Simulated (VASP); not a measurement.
A run of VASP 6.6.1 is set up as follows.

INCAR

```
SYSTEM = Ta2N
PREC = Accurate ; ENCUT = 700
EDIFF = 1E-7 ; ISMEAR = 0
SIGMA = 0.1 ; LREAL = .FALSE.
LASPH = .TRUE. ; NELM = 120
ALGO = Normal ; ISIF = 3
LWAVE = .FALSE. ; LCHARG = .FALSE.
GGA = CA ; IBRION = 2
NSW = 100 ; EDIFFG = -0.05
GGA_COMPAT = .FALSE. ; NELMIN = 4
```

File KPOINTS:

```
Automatic mesh
0
G
  9 9 4
  0 0 0
```

Contents of POSCAR:

```
Ta2N
1.0
    3.1128615100      0.0000000000      0.0000000000
   -1.5564307500      2.6958171400      0.0000000000
    0.0000000000      0.0000000000      4.8698410000
Ta N
2 1
Direct
    0.6666666700      0.3333333300      0.7452890000
    0.3333333300      0.6666666700      0.2547110000
    0.0000000000      0.0000000000      0.0000000000
```

Potentials or basis: VASP PAW LDA potentials, release 64 (Ta_sv_GW, N).

Command:

```console
$ cat potpaw_LDA.64/Ta_sv_GW/POTCAR potpaw_LDA.64/N/POTCAR > POTCAR
$ mpirun -np 1 vasp_std > vasp.out
```

(1) What does it give for the band gap on the k mesh?

(2) Estimate the space group after relaxing (to 0.1 Å).

(3) Estimate the relaxed volume.

(4) What does it give for the relaxed cell?

Answers

(1) zero (an odd number of electrons rules out a gap without spin polarisation).

(2) P-3m1 (No. 164).

(3) 13.00 Å³/atom.

(4) a = 3.068 Å, b = 3.068 Å, c = 4.782 Å, α = 90.00°, β = 90.00°, γ = 120.00°.

Caveat: spin-orbit coupling is left out, which moves the levels of the heavy elements.
